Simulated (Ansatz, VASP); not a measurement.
C in VASP and in Ansatz

Contents of INCAR:

```
PREC = Accurate
ENCUT = 910
EDIFF = 1E-6
ISMEAR = -1
SIGMA = 0.05
LREAL = False
LASPH = True
NELM = 120
ALGO = Normal
ISIF = 2
LWAVE = False
LCHARG = False
GGA = CA
NBANDS = 11
GGA_COMPAT = False
```

Contents of KPOINTS:

```
Automatic mesh
0
Gamma
  13 13 13
```

The input POSCAR:

```
C
1.0
    0.0000000000      1.7833700000      1.7833700000
    1.7833700000      0.0000000000      1.7833700000
    1.7833700000      1.7833700000      0.0000000000
C
2
Direct
    0.7500000000      0.7500000000      0.7500000000
    0.5000000000      0.5000000000      0.5000000000
```

Contents of input.yaml:

```yaml
crystal:
  lattice:
    - [0.0, 1.78337, 1.78337]
    - [1.78337, 0.0, 1.78337]
    - [1.78337, 1.78337, 0.0]
  atoms:
    - { symbol: C, position: [0.75, 0.75, 0.75] }
    - { symbol: C, position: [0.5, 0.5, 0.5] }
hamiltonian:
  xc: lda
  pseudopotentials: { kind: paw }
kpoints:
  mp_grid: { grid: [13, 13, 13] }
  band_path:
    path:
      - [[0.0, 0.0, 0.0], [0.5, 0.0, 0.5], [0.5, 0.25, 0.75], [0.375, 0.375, 0.75], [0.0, 0.0, 0.0], [0.5, 0.5, 0.5], [0.625, 0.25, 0.625], [0.5, 0.25, 0.75], [0.5, 0.5, 0.5], [0.375, 0.375, 0.75]]
      - [[0.625, 0.25, 0.625], [0.5, 0.0, 0.5]]
    npoints: 14
scf:
  occupations: { method: fermi_dirac, width: 0.05 }
  n_extra_bands: 6
output:
  forces: true
  stress: true
  eigenvalues: true
  fatbands: true
```

Alike in both runs: functional LDA; k mesh 13 × 13 × 13; occupations fermi-dirac, width 0.05 eV; no spin polarisation.

|  | VASP | Ansatz |
| --- | --- | --- |
| version | VASP 6.6.1 | Ansatz 0.2.0 |
| potentials or method | VASP PAW LDA potentials, release 64 (C_h) | Ansatz PAW |
| plane-wave cutoff (eV) | 910 | 420 |
| valence electrons in the cell | 8 | 8 |
| task | single point | band structure |

|  | VASP | Ansatz | Ansatz less VASP |
| --- | --- | --- | --- |
| gap on the k mesh at the Fermi level (eV) | 4.11 | 4.11 | +0.003 |
| least direct gap on the mesh (eV) | 5.54 | 5.54 | -0.004 |

LDA's correlation is that of Perdew and Zunger in VASP and of Perdew and Wang (1992) in Ansatz.

Noted on VASP's run: the cutoff is short for stress, so the pressure is rough. Noted on Ansatz's run: Pulay correction over one GPa.
